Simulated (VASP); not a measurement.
Input of a VASP 6.6.1 run:

INCAR

```
SYSTEM = Pb
PREC = Accurate
ENCUT = 520
EDIFF = 1E-6
ISMEAR = -1
SIGMA = 0.1
LREAL = .FALSE.
LASPH = .TRUE.
NELM = 100
ALGO = Normal
ISIF = 2
LWAVE = .FALSE.
LCHARG = .FALSE.
GGA = PS
NBANDS = 66
```

Contents of KPOINTS:

```
regular mesh
0
G
  4 4 4
  0 0 0
```

The input POSCAR:

```
Pb
1.0
    6.2758417478      0.0000000000      0.0000000000
    0.0000000000      6.2758417478      0.0000000000
    0.0000000000      0.0000000000      6.2758417478
Pb
8
Direct
    0.0000000000      1.0000000000      0.0000000000
    0.5000000000      0.5000000000      0.5000000000
    0.2500000000      0.0000000000      0.5000000000
    0.7500000000      0.0000000000      0.5000000000
    0.5000000000      0.2500000000      1.0000000000
    0.5000000000      0.7500000000      1.0000000000
    1.0000000000      0.5000000000      0.2500000000
    1.0000000000      0.5000000000      0.7500000000
```

Potentials or basis: VASP PAW PBE potentials, release 64 (Pb_d).

The run is started by

```console
$ cat potpaw_PBE.64/Pb_d/POTCAR > POTCAR
$ mpirun -np 1 vasp_std > vasp.out
```

**Question.** Predict the pressure.

**Answer.** -0.1 GPa.

**Question.** Estimate the band gap on the k mesh.

**Answer.** Zero (band 56 reaches 7.17 eV, above the bottom of band 57 at 6.40 eV).

Caveat: the PAW data sets were made with another functional, which shifts forces and pressure a little; spin-orbit coupling is left out, which moves the levels of the heavy elements.
